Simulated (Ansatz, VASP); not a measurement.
**One calculation of Gd, two programs**

```xyz
1
Lattice="2.4700 0.0000 0.0000 0.0000 2.4700 0.0000 0.0000 0.0000 2.4700" Properties=species:S:1:pos:R:3 pbc="T T T"
Gd    0.0000    0.0000    0.0000
```

Change from the starting cell: volume scaled by 0.43, LAPW.

Alike in both runs: task single point; functional PBE; k mesh 13 × 13 × 13; occupations fermi-dirac, width 0.08 eV; collinear spin.

```csv
,VASP,Ansatz
version,VASP 6.6.1,Ansatz 0.2.0
potentials or method,"VASP PAW PBE potentials, release 64 (Gd), cutoff 520 eV","all-electron LAPW, scalar-relativistic"
```

Ansatz gave:

* pressure (GPa): 89.7
* net moment per atom (μB): 6.36
* size of the moment on the site where the two differ most (μB): 6.36

**Question.** Which values does VASP return?

**Answer.** Pressure (GPa): 92.2; net moment per atom (μB): 6.38; size of the moment on the site where the two differ most (μB): 6.25.

Site moments also hang on the region over which each program counts them. Both programs put the cell under a high pressure, so it lies far from rest at this level. Ansatz ran all-electron here, and VASP with PAW potentials.

Neither program's run includes spin-orbit coupling. Noted on VASP's run: the cell as given lies far from equilibrium.
